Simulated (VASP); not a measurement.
Here is a VASP 6.6.1 calculation.

INCAR

```
PREC = Accurate ; ENCUT = 520
EDIFF = 1E-6 ; ISMEAR = -1
SIGMA = 0.1 ; LREAL = False
LASPH = True ; NELM = 150
ALGO = Normal ; ISIF = 2
LWAVE = False ; LCHARG = True
ISPIN = 2 ; MAGMOM = 2.83
LORBIT = 11 ; NUPDOWN = 2.83
LMAXMIX = 4 ; GGA = PE
LELF = True ; LVHAR = True
NBANDS = 14
```

The input KPOINTS:

```
Automatic mesh
0
Gamma
  12 12 12
```

Contents of POSCAR:

```
Fe
1.0
    0.0000000000      1.8260000000      1.8260000000
    1.8260000000      0.0000000000      1.8260000000
    1.8260000000      1.8260000000      0.0000000000
Fe
1
Direct
    0.0000000000      0.0000000000      0.0000000000
```

Potentials or basis: VASP PAW PBE potentials, release 64 (Fe).

Launch:

```console
$ cat potpaw_PBE.64/Fe/POTCAR > POTCAR
$ mpirun -np 1 vasp_std > vasp.out
```

Question: Estimate the pressure.

Answer: 3.8 GPa.

Caveat: the total moment is fixed, so each spin has its own Fermi level.
